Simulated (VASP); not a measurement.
# FeO (Fm-3m) in VASP: notebook

The runs below take FeO through single point, with PBE-based screened hybrid with 25 % exact exchange, PBEsol+D4.

Program: VASP 6.6.1. These are calculated values, not measurements. Logs are shortened: lines on timing, memory, paths and dates and some standing lists are left out, and cuts for length are marked.

### Step 1. The cell of the first run

The structure is cubic, space group Fm-3m (No. 225). Conventional cell: a = 4.259 Å, b = 4.259 Å, c = 4.259 Å, α = 90.00°, β = 90.00°, γ = 90.00°. Fe (site symmetry m-3m) has 6 O at 2.13 Å within 2.8 Å. Within 2.8 Å of O (site symmetry m-3m) lie 6 Fe at 2.13 Å.

### Step 2. Single point, PBE-based screened hybrid with 25 % exact exchange, collinear spin, ferromagnetic start

File POSCAR:

```
FeO
1.0
    0.0000000000      2.1293759959      2.1293759959
    2.1293759959      0.0000000000      2.1293759959
    2.1293759959      2.1293759959      0.0000000000
Fe O
1 1
Direct
    0.0000000000      0.0000000000      0.0000000000
    0.5000000000      0.5000000000      0.5000000000
```

File INCAR.step1:

```
PREC = Accurate
ENCUT = 520
EDIFF = 1E-5
ISMEAR = -1
SIGMA = 0.05
LREAL = False
LASPH = True
NELM = 150
ALGO = Normal
ISIF = 2
LWAVE = True
LCHARG = False
ISPIN = 2
MAGMOM = 3 0
LORBIT = 11
LMAXMIX = 4
GGA = PE
NBANDS = 18
```

File INCAR.step2:

```
PREC = Accurate
ENCUT = 520
EDIFF = 1E-6
ISMEAR = -1
SIGMA = 0.05
LREAL = False
LASPH = True
NELM = 150
ALGO = Normal
ISIF = 2
LWAVE = False
LCHARG = False
ISPIN = 2
MAGMOM = 3 0
LORBIT = 11
LMAXMIX = 4
GGA = PE
LHFCALC = True
AEXX = 0.25
HFSCREEN = 0.3
PRECFOCK = Normal
ISTART = 1
NBANDS = 18
```

File KPOINTS:

```
Automatic mesh
0
Gamma
  6 6 6
```

Potentials or basis: VASP PAW PBE potentials, release 64 (Fe, O).

Launch:

```sh
> cat potpaw_PBE.64/Fe/POTCAR potpaw_PBE.64/O/POTCAR > POTCAR
> cp INCAR.step1 INCAR
> mpirun -np 1 vasp_std > vasp.out
> cp INCAR.step2 INCAR
> mpirun -np 1 vasp_std > vasp.out
```

OUTCAR:

```text
PREC = Accurate
   ENCUT = 520
   EDIFF = 1E-6
   ISMEAR = -1
   LREAL = False
   LASPH = True
   NELM = 150
   ISIF = 2
   ISPIN = 2
   LORBIT = 11
   GGA = PE
   LHFCALC = True
   AEXX = 0.25
   HFSCREEN = 0.3
   PRECFOCK = Normal
   ISTART = 1

 ion  position               nearest neighbor table
   1  0.000  0.000  0.000-   2 2.13   2 2.13   2 2.13   2 2.13   2 2.13   2 2.13
   2  0.500  0.500  0.500-   1 2.13   1 2.13   1 2.13   1 2.13   1 2.13   1 2.13

  LATTYP: Found a face centered cubic cell.
 ALAT       =     4.2587519918

  Lattice vectors:

 A1 = (   0.0000000000,   2.1293759959,   2.1293759959)
 A2 = (   2.1293759959,   0.0000000000,   2.1293759959)
 A3 = (   2.1293759959,   2.1293759959,   0.0000000000)

Analysis of symmetry for initial positions (statically):
=====================================================================
 Subroutine PRICEL returns:
 Original cell was already a primitive cell.

 Routine SETGRP: Setting up the symmetry group for a
 face centered cubic supercell.

 Subroutine GETGRP returns: Found 48 space group operations
 (whereof 48 operations were pure point group operations)
 out of a pool of 48 trial point group operations.

The static configuration has the point symmetry O_h .

Analysis of symmetry for dynamics (positions and initial velocities):
=====================================================================
 Subroutine PRICEL returns:
 Original cell was already a primitive cell.

 Routine SETGRP: Setting up the symmetry group for a
 face centered cubic supercell.

 Subroutine GETGRP returns: Found 48 space group operations
 (whereof 48 operations were pure point group operations)
 out of a pool of 48 trial point group operations.

The dynamic configuration has the point symmetry O_h .

Analysis of structural, dynamic, and magnetic symmetry:
=====================================================================
 Subroutine PRICEL returns:
 Original cell was already a primitive cell.

 Routine SETGRP: Setting up the symmetry group for a
 face centered cubic supercell.

 Subroutine GETGRP returns: Found 48 space group operations
 (whereof 48 operations were pure point group operations)
 out of a pool of 48 trial point group operations.

The overall configuration has the point symmetry O_h .

 Subroutine INISYM returns: Found 48 space group operations
 (whereof 48 operations are pure point group operations),
 and found     1 'primitive' translations

----------------------------------------------------------------------------------------

                                     Primitive cell

  volume of cell :      19.3102

  direct lattice vectors                    reciprocal lattice vectors
     0.000000000  2.129375996  2.129375996    -0.234810574  0.234810574  0.234810574
     2.129375996  0.000000000  2.129375996     0.234810574 -0.234810574  0.234810574
     2.129375996  2.129375996  0.000000000     0.234810574  0.234810574 -0.234810574

  length of vectors
     3.011392413  3.011392413  3.011392413     0.406703844  0.406703844  0.406703844

  position of ions in fractional coordinates (direct lattice)
     0.000000000  0.000000000  0.000000000
     0.500000000  0.500000000  0.500000000

  ion indices of the primitive-cell ions
   primitive index   ion index
                 1           1
                 2           2

----------------------------------------------------------------------------------------

 KPOINTS: Automatic mesh

Automatic generation of k-mesh.
 Grid dimensions read from file:
 generate k-points for:    6    6    6

 Generating k-lattice:

  Cartesian coordinates                     Fractional coordinates (reciprocal lattice)
    -0.039135096  0.039135096  0.039135096     0.166666667  0.000000000  0.000000000
     0.039135096 -0.039135096  0.039135096     0.000000000  0.166666667  0.000000000
     0.039135096  0.039135096 -0.039135096     0.000000000  0.000000000  0.166666667

  Length of vectors
     0.067783974  0.067783974  0.067783974

  Shift w.r.t. Gamma in fractional coordinates (k-lattice)
     0.000000000  0.000000000  0.000000000

 Subroutine IBZKPT returns following result:
 ===========================================

 Found     16 irreducible k-points:

 Following reciprocal coordinates:
            Coordinates               Weight
  0.000000  0.000000  0.000000      1.000000
  0.166667  0.000000  0.000000      8.000000
  0.333333  0.000000  0.000000      8.000000
  0.500000  0.000000  0.000000      4.000000
  0.166667  0.166667  0.000000      6.000000
  0.333333  0.166667  0.000000     24.000000
[... 8 lines left out ...]
 -0.333333  0.333333  0.166667     24.000000
 -0.333333  0.500000  0.166667     12.000000
   k-points           NKPTS =     16   k-points in BZ     NKDIM =    216   number of bands    NBANDS=     18
   number of dos      NEDOS =    301   number of ions     NIONS =      2
   total plane-waves  NPLWV =  13824
   dimension x,y,z NGX =    24 NGY =   24 NGZ =   24
   dimension x,y,z NGXF=    48 NGYF=   48 NGZF=   48
   ions per type =               1   1
   NGX,Y,Z   is equivalent  to a cutoff of  13.25, 13.25, 13.25 a.u.
   NGXF,Y,Z  is equivalent  to a cutoff of  26.50, 26.50, 26.50 a.u.
 SYSTEM =  unknown system
   PREC   = accura    normal or accurate (medium, high low for compatibility)
   ISTART =      1    job   : 0-new  1-cont  2-samecut
   ICHARG =      0    charge: 1-file 2-atom 10-const
   ISPIN  =      2    spin polarized calculation?
   LNONCOLLINEAR =      F non collinear calculations
   LSORBIT =      F    spin-orbit coupling
   LASPH  =      T    aspherical Exc in radial PAW
   ENCUT  =  520.0 eV  38.22 Ry    6.18 a.u.   5.60  5.60  5.60*2*pi/ulx,y,z
   NELM   =    150;   NELMIN=  2; NELMDL=  0     # of ELM steps
   EDIFF  = 0.1E-05   stopping-criterion for ELM
   LREAL  =      F    real-space projection
   EDIFFG = 0.1E-04   stopping-criterion for IOM
   NSW    =      0    number of steps for IOM
   IBRION =     -1    ionic relax: 0-MD 1-quasi-New 2-CG
   NFREE  =      0    steps in history (QN), initial steepest desc. (CG)
   ISIF   =      2    stress and relaxation
   ISYM   =      3    0-nonsym 1-usesym 2-fastsym
   POTIM  = 0.5000    time-step for ionic-motion
   TEBEG  =    0.0;   TEEND  =   0.0 temperature during run
   PSTRESS=    0.0 pullay stress
   NELECT =      14.0000    total number of electrons
   NUPDOWN=      -1.0000    fix difference up-down
   EMIN   =  10.00;   EMAX   =-10.00  energy-range for DOS
   EFERMI =   0.00;   METHOD = LEGACY
   ISMEAR =    -1;   SIGMA  =   0.05  broadening in eV -4-tet -1-fermi 0-gaus
   EFERMI_NEDOS =   21; number of points for ismear=-14 and -15
   IALGO  =     38    algorithm
   IMIX   =      1    mixing-type and parameters
     AMIX     =   0.40;   BMIX     =  1.00
     AMIX_MAG =   1.60;   BMIX_MAG =  1.00
  volume/ion in A,a.u.               =       9.66        65.16
  Fermi-wavevector in a.u.,A,eV,Ry     =   1.470692  2.779205 29.428529  2.162936
  Thomas-Fermi vector in A             =   2.585918
   LORBIT       =     11    0 simple, 1 ext, 2 COOP (PROOUT), +10 PAW based schemes
   GGA     = PE    functional components
   LHFCALC =     T    Hartree Fock is set to
   PRECFOCK=normal    Normal, Fast or Accurate (Low or Medium for compatibility)
   ENCUT4O =  -1.0   cutoff for four orbital integrals eV
   NKREDX  =     1    reduce k-point grid by
   NKREDY  =     1    reduce k-point grid by
   NKREDZ  =     1    reduce k-point grid by
   AEXX    =    0.2500 exact exchange contribution
   HFSCREEN=    0.3000 screening length (either q_TF or 0.3 A-1)
   HFSCREENC=   0.3000 screening length for correlation (either q_TF or 0.3 A-1)
   ENCUTFOCK=  -1.0 apply spherical cutoff to Coloumb kernel
   IVDW    =     0    specifies the selected vdW correction
   LEPSILON=     F    determine dielectric tensor
   LRPA    =     F    only Hartree local field effects (RPA)
 spin polarized calculation
  energy-cutoff  :      520.00
  volume of cell :       19.31
 maximum number of plane-waves:       531
 NGX is ok and might be reduce to    24
  NGX = 18; NGY = 18; NGZ = 18

 number of electron      13.9999997 magnetization       4.0021284

 Free energy of the ion-electron system (eV)
  ---------------------------------------------------
  ext. energy  EPLUGINS =         0.00000000
  ---------------------------------------------------
  free energy    TOTEN  =       -20.46150589 eV

  energy without entropy =      -20.45113701  energy(sigma->0) =      -20.45632145

 E-fermi :   7.2893     XC(G=0): -10.2652

 val. band max:        7.2746445718   @ k =  -0.3333   0.3333   0.1667
 cond. band min:       7.3522326582   @ k =  -0.3333   0.3333   0.1667
 fundamental gap:      0.0775880865
 Fermi energy:         7.2893417322

 spin component 1

 k-point     1 :       0.0000    0.0000    0.0000
  band No.  band energies     occupation
      1     -16.8893      1.00000
      2       0.1881      1.00000
      3       0.1881      1.00000
      4       0.1881      1.00000
      5       0.2119      1.00000
      6       0.2119      1.00000
[... 10 lines left out ...]
     17      29.1058      0.00000
     18      31.6760      0.00000
[... 297 lines left out ...]
      1     -15.5528      1.00000
      2      -2.0998      1.00000
      3      -1.6795      1.00000
      4      -1.4799      1.00000
      5       1.0566      1.00000
      6       1.1450      1.00000
[... 10 lines left out ...]
     17      37.5992      0.00000
     18      37.8914      0.00000
 Fermi energy:         7.2893417322

 spin component 2

 k-point     1 :       0.0000    0.0000    0.0000
  band No.  band energies     occupation
      1     -16.2699      1.00000
      2       2.5150      1.00000
      3       2.5150      1.00000
      4       2.5150      1.00000
      5       6.2578      1.00000
      6       6.2581      1.00000
[... 10 lines left out ...]
     17      30.6132      0.00000
     18      33.3544      0.00000
[... 298 lines left out ...]
      2      -1.2802      1.00000
      3      -0.0684      1.00000
      4       0.2627      1.00000
      5       6.0658      1.00000
      6       7.9436      0.00000
[... 10 lines left out ...]
     17      37.8669      0.00000
     18      38.8223      0.00000

------------------------ aborting loop because EDIFF is reached ----------------------------------------

  FORCE on cell =-STRESS in cart. coord.  units (eV):
  Direction    XX          YY          ZZ          XY          YZ          ZX
  --------------------------------------------------------------------------------------
  -------------------------------------------------------------------------------------
  Total        0.0879659      0.0879659      0.0879659      0.0000000      0.0000000      0.0000000
  in kB        7.2985694      7.2985694      7.2985694      0.0000000      0.0000000      0.0000000
  external PRESSURE =       7.2985694 kB  Pullay stress =       0.0000000 kB

 VOLUME and BASIS-vectors are now :
 -----------------------------------------------------------------------------
  energy-cutoff  :      520.00
  volume of cell :       19.31
      direct lattice vectors                 reciprocal lattice vectors
     0.000000000  2.129375996  2.129375996    -0.234810574  0.234810574  0.234810574
     2.129375996  0.000000000  2.129375996     0.234810574 -0.234810574  0.234810574
     2.129375996  2.129375996  0.000000000     0.234810574  0.234810574 -0.234810574

 POSITION                                       TOTAL-FORCE (eV/Angst)
 -----------------------------------------------------------------------------------
      0.00000      0.00000      0.00000         0.000000     -0.000000     -0.000000
      2.12938      2.12938      2.12938        -0.000000      0.000000      0.000000
 -----------------------------------------------------------------------------------
    total drift:                               -0.000000     -0.000000     -0.000000

  FREE ENERGIE OF THE ION-ELECTRON SYSTEM (eV)
  ---------------------------------------------------
  free  energy   TOTEN  =       -20.4615058871 eV

  energy  without entropy=      -20.4511370091  energy(sigma->0) =      -20.45632145

 total charge

# of ion       s       p       d       tot
------------------------------------------
    1        0.295   0.393   6.063   6.751
    2        1.556   3.507   0.000   5.063
--------------------------------------------------
tot          1.850   3.900   6.063  11.813

 magnetization (x)

# of ion       s       p       d       tot
------------------------------------------
    1        0.018   0.013   3.686   3.717
    2        0.028   0.232   0.000   0.260
--------------------------------------------------
tot          0.046   0.245   3.686   3.977
```

It took 60 min on 1 thread of Intel Xeon 8259CL, shared host; peak memory 0.27 GiB.

What came out:

| Quantity | Value |
| --- | --- |
| Free energy | -20.4615 eV |
| Pressure | 0.7 GPa |
| Band gap on the k mesh | zero (filled and empty bands overlap) |
| Net moment | 4.00 μB per cell |
| Site moments | Fe +3.72; O +0.26 μB |
| Valence electrons inside the program's atomic spheres | Fe 6.75; O 5.06 |

Caveat: the k points lie up to 0.43 Å⁻¹ apart, too coarse for converged energies and pressures of a metal; the PAW data sets were made with another functional, which shifts forces and pressure a little; a cell with one magnetic atom can't hold antiferromagnetic order, which such compounds often take.

### Step 3. Single point, PBEsol+D4, collinear spin, ferromagnetic start

This run uses another cell than the first one, of 9.61 Å³/atom.

File INCAR:

```
PREC     = Accurate       # precision mode
ENCUT    = 700            # plane-wave cutoff, eV
EDIFF    = 1E-6           # SCF threshold, eV
ISMEAR   = -1             # smearing method
SIGMA    = 0.05           # smearing width, eV
LREAL    = False          # projectors in reciprocal space
LASPH    = True           # aspherical terms in the spheres
NELM     = 200            # most SCF steps
ALGO     = Normal         # electronic algorithm
ISIF     = 2              # what is computed and relaxed
LWAVE    = False          # write WAVECAR
LCHARG   = True           # write CHGCAR
ISPIN    = 2              # spin polarisation
MAGMOM   = 3 0            # initial moments
LORBIT   = 11             # projections on sites
LMAXMIX  = 4              # l up to which the mixer works
GGA      = PS             # functional
IVDW     = 13             # dispersion correction
LELF     = True           # ELF
LVHAR    = True         
NBANDS   = 22             # bands
GGA_COMPAT= False
```

File KPOINTS:

```
Automatic mesh
0
Gamma
  11 11 11
```

File POSCAR:

```
FeO
1.0
    0.0000000000      2.1262694020      2.1262694020
    2.1262694020      0.0000000000      2.1262694020
    2.1262694020      2.1262694020      0.0000000000
Fe O
1 1
Direct
    0.0000000000      0.0000000000      0.0000000000
    0.5000000000      0.5000000000      0.5000000000
```

Potentials or basis: VASP PAW PBE potentials, release 64 (Fe_sv, O).

Launch:

```sh
> cat potpaw_PBE.64/Fe_sv/POTCAR potpaw_PBE.64/O/POTCAR > POTCAR
> mpirun -np 1 vasp_std > vasp.out
```

It took 44 s on 1 thread of Intel Xeon 6975P-C (Granite Rapids), shared host; peak memory 0.21 GiB.

Results (log left out):

| Property | Result |
| --- | --- |
| Free energy | -16.2603 eV |
| Pressure | -3.9 GPa |
| Band gap on the k mesh | zero (filled and empty bands overlap) |
| Net moment | 4.00 μB per cell |
| Site moments | Fe +3.46; O +0.31 μB |
| Valence electrons inside the program's atomic spheres | Fe 13.63; O 4.99 |
| Dispersion energy per atom | -0.142 eV |

Levels at points of the mesh, in eV from the Fermi level:
Spin up:
```
           k point  band 11  band 12  band 13  band 14  band 15  band 16
(0.00, 0.00, 0.00)    -3.93    -3.67    -3.67     0.17    15.16    17.14
```
Spin down:
```csv
k point,band 7,band 8,band 9,band 10,band 11,band 12
"(0.00, 0.00, 0.00)",-3.45,-3.45,-0.80,-0.80,-0.80,0.12
```

Caveat: the cell stands under tension; the PAW data sets were made with another functional, which shifts forces and pressure a little; a cell with one magnetic atom can't hold antiferromagnetic order, which such compounds often take; semilocal functionals often make such compounds metallic where correlation or magnetic order opens a gap, which also shifts bond lengths.

The gap in the log of VASP goes by the Fermi energy; the results here count the filled bands.